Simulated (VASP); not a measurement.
# InP (I-4m2) in VASP: single point with PBE

Aim: the single point of InP with PBE.

All numbers are computed with VASP 6.6.1; they aren't measurements. Logs are shortened: lines on timing, memory, paths and dates and some standing lists are left out, and cuts for length are marked.

## (1) The cell of the first run

Symmetry: I-4m2, No. 119, tetragonal system. Conventional cell: a = 4.146 Å, b = 4.146 Å, c = 6.157 Å, α = 90.00°, β = 90.00°, γ = 90.00°. Within 3.4 Å of In (site symmetry -4m2) lie 4 P at 2.58 Å. P (site symmetry -4m2) has 4 In at 2.58 Å within 3.4 Å.

## (2) Single point, PBE

Input file INCAR:

```
PREC = Accurate
ENCUT = 520
EDIFF = 1E-6
ISMEAR = 0
SIGMA = 0.05
LREAL = F
LASPH = T
NELM = 100
ALGO = Normal
ISIF = 2
LWAVE = F
LCHARG = F
GGA = PE
NBANDS = 16
```

Input file KPOINTS:

```
Automatic mesh
0
Gamma
  12 12 12
```

Input file POSCAR:

```
InP
1.0
    0.0000000000      2.9319607337      3.0785587704
    2.9319607337      0.0000000000      3.0785587704
    2.9319607337      2.9319607337      0.0000000000
In P
1 1
Direct
    0.0000000000      0.0000000000      0.0000000000
    0.7500000000      0.7500000000      0.7500000000
```

Potentials or basis: VASP PAW PBE potentials, release 64 (In_d, P).

Launch:

```sh
$ cat potpaw_PBE.64/In_d/POTCAR potpaw_PBE.64/P/POTCAR > POTCAR
$ mpirun -np 1 vasp_std > vasp.out
```

OUTCAR:

```text
PREC = Accurate
   ENCUT = 520
   EDIFF = 1E-6
   ISMEAR = 0
   LREAL = F
   LASPH = T
   NELM = 100
   ISIF = 2
   GGA = PE

 ion  position               nearest neighbor table
   1  0.000  0.000  0.000-   2 2.58   2 2.58   2 2.58   2 2.58
   2  0.750  0.750  0.750-   1 2.58   1 2.58   1 2.58   1 2.58

  LATTYP: Found a body centered tetragonal cell.
 ALAT       =     4.1464186339
 C/A-ratio  =     1.4849242405

  Lattice vectors:

 A1 = (  -2.9319607337,   0.0000000000,   3.0785587704)
 A2 = (   2.9319607337,   0.0000000000,   3.0785587704)
 A3 = (   0.0000000000,   2.9319607337,  -3.0785587704)

Analysis of symmetry for initial positions (statically):
=====================================================================
 Subroutine PRICEL returns:
 Original cell was already a primitive cell.

 Routine SETGRP: Setting up the symmetry group for a
 body centered tetragonal supercell.

 Subroutine GETGRP returns: Found  8 space group operations
 (whereof  8 operations were pure point group operations)
 out of a pool of 16 trial point group operations.

The static configuration has the point symmetry D_2d.

Analysis of symmetry for dynamics (positions and initial velocities):
=====================================================================
 Subroutine PRICEL returns:
 Original cell was already a primitive cell.

 Routine SETGRP: Setting up the symmetry group for a
 body centered tetragonal supercell.

 Subroutine GETGRP returns: Found  8 space group operations
 (whereof  8 operations were pure point group operations)
 out of a pool of 16 trial point group operations.

The dynamic configuration has the point symmetry D_2d.

 Subroutine INISYM returns: Found  8 space group operations
 (whereof  8 operations are pure point group operations),
 and found     1 'primitive' translations

----------------------------------------------------------------------------------------

                                     Primitive cell

  volume of cell :      52.9290

  direct lattice vectors                    reciprocal lattice vectors
     0.000000000  2.931960734  3.078558770    -0.170534344  0.170534344  0.162413661
     2.931960734  0.000000000  3.078558770     0.170534344 -0.170534344  0.162413661
     2.931960734  2.931960734  0.000000000     0.170534344  0.170534344 -0.162413661

  length of vectors
     4.251343064  4.251343064  4.146418634     0.290761280  0.290761280  0.290761280

  position of ions in fractional coordinates (direct lattice)
[... 73 lines left out ...]
   ISPIN  =      1    spin polarized calculation?
   LNONCOLLINEAR =      F non collinear calculations
   LSORBIT =      F    spin-orbit coupling
   LASPH  =      T    aspherical Exc in radial PAW
   ENCUT  =  520.0 eV  38.22 Ry    6.18 a.u.   7.90  7.90  7.71*2*pi/ulx,y,z
   NELM   =    100;   NELMIN=  2; NELMDL= -5     # of ELM steps
   EDIFF  = 0.1E-05   stopping-criterion for ELM
   LREAL  =      F    real-space projection
   EDIFFG = 0.1E-04   stopping-criterion for IOM
   NSW    =      0    number of steps for IOM
   IBRION =     -1    ionic relax: 0-MD 1-quasi-New 2-CG
   NFREE  =      0    steps in history (QN), initial steepest desc. (CG)
   ISIF   =      2    stress and relaxation
   ISYM   =      2    0-nonsym 1-usesym 2-fastsym
   POTIM  = 0.5000    time-step for ionic-motion
   TEBEG  =    0.0;   TEEND  =   0.0 temperature during run
   PSTRESS=    0.0 pullay stress
   NELECT =      18.0000    total number of electrons
   NUPDOWN=      -1.0000    fix difference up-down
   EMIN   =  10.00;   EMAX   =-10.00  energy-range for DOS
   EFERMI =   0.00;   METHOD = LEGACY
   ISMEAR =     0;   SIGMA  =   0.05  broadening in eV -4-tet -1-fermi 0-gaus
   EFERMI_NEDOS =   21; number of points for ismear=-14 and -15
   IALGO  =     38    algorithm
   IMIX   =      4    mixing-type and parameters
     AMIX     =   0.40;   BMIX     =  1.00
     AMIX_MAG =   1.60;   BMIX_MAG =  1.00
  volume/ion in A,a.u.               =      26.46       178.59
  Fermi-wavevector in a.u.,A,eV,Ry     =   1.142706  2.159401 17.766167  1.305776
  Thomas-Fermi vector in A             =   2.279403
   LORBIT       =      0    0 simple, 1 ext, 2 COOP (PROOUT), +10 PAW based schemes
   GGA     = PE    functional components
   LHFCALC =     F    Hartree Fock is set to
   AEXX    =    0.0000 exact exchange contribution
   IVDW    =     0    specifies the selected vdW correction
   LEPSILON=     F    determine dielectric tensor
   LRPA    =     F    only Hartree local field effects (RPA)
 non-spin polarized calculation
 Gauss-broadening in eV      SIGMA  =   0.05
  energy-cutoff  :      520.00
  volume of cell :       52.93
 maximum number of plane-waves:      1443
   NGX = 15   NGY = 15   NGZ = 15

 number of electron      18.0000004 magnetization

 Free energy of the ion-electron system (eV)
  ---------------------------------------------------
  ext. energy  EPLUGINS =         0.00000000
  ---------------------------------------------------
  free energy    TOTEN  =        -8.39697668 eV

  energy without entropy =       -8.39697668  energy(sigma->0) =       -8.39697668

 E-fermi :   4.9065     XC(G=0):  -9.0651

 val. band max:        4.7309080636   @ k =   0.0000   0.0000   0.0000
 cond. band min:       5.0766553561   @ k =   0.0000   0.0000   0.0000
 fundamental gap:      0.3457472925
 Fermi energy:         4.9064899079

 k-point     1 :       0.0000    0.0000    0.0000
  band No.  band energies     occupation
      1      -9.4567      2.00000
      2      -9.4348      2.00000
      3      -9.4348      2.00000
      4      -9.3189      2.00000
      5      -9.3113      2.00000
      6      -6.5266      2.00000
[... 433 lines left out ...]
      3      -9.3908      2.00000
      4      -9.3149      2.00000
      5      -9.3019      2.00000
      6      -4.8079      2.00000
[... 8 lines left out ...]
     15      14.2365      0.00000
     16      15.1410      0.00000

 [... further k-points ...]
[... 5 lines left out ...]
  --------------------------------------------------------------------------------------
  -------------------------------------------------------------------------------------
  Total        0.2050841      0.2050841     -0.5209037      0.0000000      0.0000000      0.0000000
  in kB        6.2079588      6.2079588    -15.7679155      0.0000000      0.0000000      0.0000000
  external PRESSURE =      -1.1173327 kB  Pullay stress =       0.0000000 kB

 VOLUME and BASIS-vectors are now :
 -----------------------------------------------------------------------------
  energy-cutoff  :      520.00
  volume of cell :       52.93
      direct lattice vectors                 reciprocal lattice vectors
     0.000000000  2.931960734  3.078558770    -0.170534344  0.170534344  0.162413661
     2.931960734  0.000000000  3.078558770     0.170534344 -0.170534344  0.162413661
     2.931960734  2.931960734  0.000000000     0.170534344  0.170534344 -0.162413661

 POSITION                                       TOTAL-FORCE (eV/Angst)
 -----------------------------------------------------------------------------------
      0.00000      0.00000      0.00000         0.000000      0.000000     -0.000000
      4.39794      4.39794      4.61784        -0.000000     -0.000000      0.000000
 -----------------------------------------------------------------------------------
    total drift:                                0.000000      0.000000      0.000000

  FREE ENERGIE OF THE ION-ELECTRON SYSTEM (eV)
  ---------------------------------------------------
  free  energy   TOTEN  =        -8.3969766792 eV

  energy  without entropy=       -8.3969766789  energy(sigma->0) =       -8.39697668
```

stdout:

```text
POSCAR found type information on POSCAR InP
 POSCAR found :  2 types and       2 ions
 scaLAPACK will be used
 LDA part: xc-table for (Slater+PW92), standard interpolation
 POSCAR, INCAR and KPOINTS ok, starting setup
 FFT: planning ... GRIDC
 FFT: planning ... GRID_SOFT
 FFT: planning ... GRID
 WAVECAR not read
 entering main loop
```

Run time: 75 s. Hardware: 1 thread of Intel Xeon Platinum 8259CL at 2.50GHz (Skylake/Cascade Lake), shared host; peak memory 0.27 GiB.

Results:

* Free energy: -8.3970 eV
* Pressure: -0.1 GPa
* Band gap on the k mesh: 0.35 eV, direct

Caveat: spin-orbit coupling is left out, which moves the levels of the heavy elements.
